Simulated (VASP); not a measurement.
# Al: single point with PBEsol

Al, a slab with vacuum:

```xyz
30
Lattice="8.5183 0.0000 0.0000 0.0000 8.5183 0.0000 0.0000 0.0000 18.0234" Properties=species:S:1:pos:R:3 pbc="T T T"
Al    0.0000    0.0000    1.5000
Al    1.4197    1.4197    3.5592
Al    8.5183    2.8394    1.5000
Al    1.4197    4.2592    3.5592
Al    8.5183    5.6789    1.5000
Al    1.4197    7.0986    3.5592
Al    2.8394    8.5183    1.5000
Al    4.2466    1.4197    3.5269
Al    2.8394    2.8394    1.5000
Al    4.2466    4.2592    3.5269
Al    2.8394    5.6789    1.5000
Al    4.2466    7.0986    3.5269
Al    5.6789    8.5183    1.5000
Al    7.1112    1.4197    3.5269
Al    5.6789    2.8394    1.5000
Al    7.1112    4.2592    3.5269
Al    5.6789    5.6789    1.5000
Al    7.1112    7.0986    3.5269
Al   -0.0723    0.0000    5.5841
Al    8.4460    2.8394    5.5841
Al    8.4460    5.6789    5.5841
Al    2.9118    8.5183    5.5841
Al    2.9118    2.8394    5.5841
Al    2.9118    5.6789    5.5841
Al    5.6789    8.5183    5.5480
Al    5.6789    2.8394    5.5480
Al    5.6789    5.6789    5.5480
Al    1.4197    1.4197    7.4388
Al    1.4197    7.0986    7.4388
Al    1.4197    4.2592    7.4388
```

```
Program             : VASP 6.6.1
Task                : single point
Functional          : PBEsol
Potentials or basis : VASP PAW PBE potentials, release 64 (Al)
Cutoff              : 520 eV
k mesh              : 4 × 4 × 1
Occupations         : gaussian, width 0.1 eV
Spin                : no spin polarisation
```

```yaml
Largest_force: 0.041 eV/Å
Band_gap_on_the_k_mesh: zero (bands 45 and 46 overlap by 0.08 eV)
```

Forces on the atoms (eV/Å):
```
Al  -0.041  0.000 -0.001
Al   0.000  0.000  0.013
Al  -0.041  0.000 -0.001
Al   0.000  0.000  0.013
Al  -0.041  0.000 -0.001
Al   0.000  0.000  0.013
Al   0.041  0.000 -0.001
Al   0.001  0.000 -0.003
Al   0.041  0.000 -0.001
Al   0.001  0.000 -0.003
Al   0.041  0.000 -0.001
Al   0.001  0.000 -0.003
Al   0.000  0.000 -0.001
Al  -0.001  0.000 -0.003
Al   0.000  0.000 -0.001
Al  -0.001  0.000 -0.003
Al   0.000  0.000 -0.001
Al  -0.001  0.000 -0.003
Al  -0.003  0.000  0.001
Al  -0.003  0.000  0.001
Al  -0.003  0.000  0.001
Al   0.003  0.000  0.001
Al   0.003  0.000  0.001
Al   0.003  0.000  0.001
Al   0.000  0.000 -0.004
Al   0.000  0.000 -0.004
Al   0.000  0.000 -0.004
Al   0.000  0.000 -0.001
Al   0.000  0.000 -0.001
Al   0.000  0.000 -0.001
```

Levels at points of the mesh, in eV from the Fermi level:
| k point | band 43 | band 44 | band 45 | band 46 | band 47 | band 48 |
| --- | --- | --- | --- | --- | --- | --- |
| (0.00, 0.00, 0.00) | -0.39 | -0.04 | -0.04 | 0.18 | 0.18 | 0.21 |
| (0.50, 0.00, 0.00) | -0.33 | -0.11 | -0.11 | 0.07 | 0.07 | 0.85 |
| (0.00, 0.50, 0.00) | 0.02 | 0.05 | 0.05 | 0.40 | 0.40 | 0.43 |
| (0.50, 0.50, 0.00) | -0.40 | -0.37 | -0.11 | 0.14 | 0.14 | 0.37 |

It took 17 min on 1 thread of Intel(R) Xeon(R) 6975P-C (Granite Rapids), with other jobs on the host, peak memory 1.3 GiB.

Caveat: the PAW data sets were made with another functional, which shifts forces and pressure a little.
